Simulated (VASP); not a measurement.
A run of VASP 6.6.1 is set up as follows.

File INCAR:

```
SYSTEM = Sc2GeTe2
ALGO = Normal
EDIFF = 1E-6
ENCUT = 520
GGA = PE
ISIF = 2
ISMEAR = 0
LASPH = .TRUE.
LCHARG = .TRUE.
LELF = .TRUE.
LREAL = .FALSE.
LVHAR = .TRUE.
LWAVE = .FALSE.
NBANDS = 32
NELM = 100
PREC = Accurate
SIGMA = 0.1
```

File KPOINTS:

```
k-points
0
G
  6 6 6
  0 0 0
```

Contents of POSCAR:

```
Sc2GeTe2
1.0
   -2.3722802300      2.3722802300      5.4376543600
    2.3722802300     -2.3722802300      5.4376543600
    2.3722802300      2.3722802300     -5.4376543600
Sc Ge Te
2 1 2
Direct
    0.6292707300      0.6292707300      0.0000000000
    0.3707292700      0.3707292700      0.0000000000
    0.0000000000      0.0000000000      0.0000000000
    0.7500000000      0.2500000000      0.5000000000
    0.2500000000      0.7500000000      0.5000000000
```

Potentials or basis: VASP PAW PBE potentials, release 64 (Sc_sv, Ge_d, Te).

Command:

```bash
$ cat potpaw_PBE.64/Sc_sv/POTCAR potpaw_PBE.64/Ge_d/POTCAR potpaw_PBE.64/Te/POTCAR > POTCAR
$ mpirun -np 1 vasp_std > vasp.out
```

(1) Estimate the pressure.

(2) What does it give for the band gap on the k mesh?

(3) What does it give for the largest force?

## Answers

(1) 13.0 GPa.

(2) zero (bands 24 and 25 overlap by 0.80 eV).

(3) 0.586 eV/Å.

Caveat: the cell stands under pressure; spin-orbit coupling is left out, which moves the levels of the heavy elements.
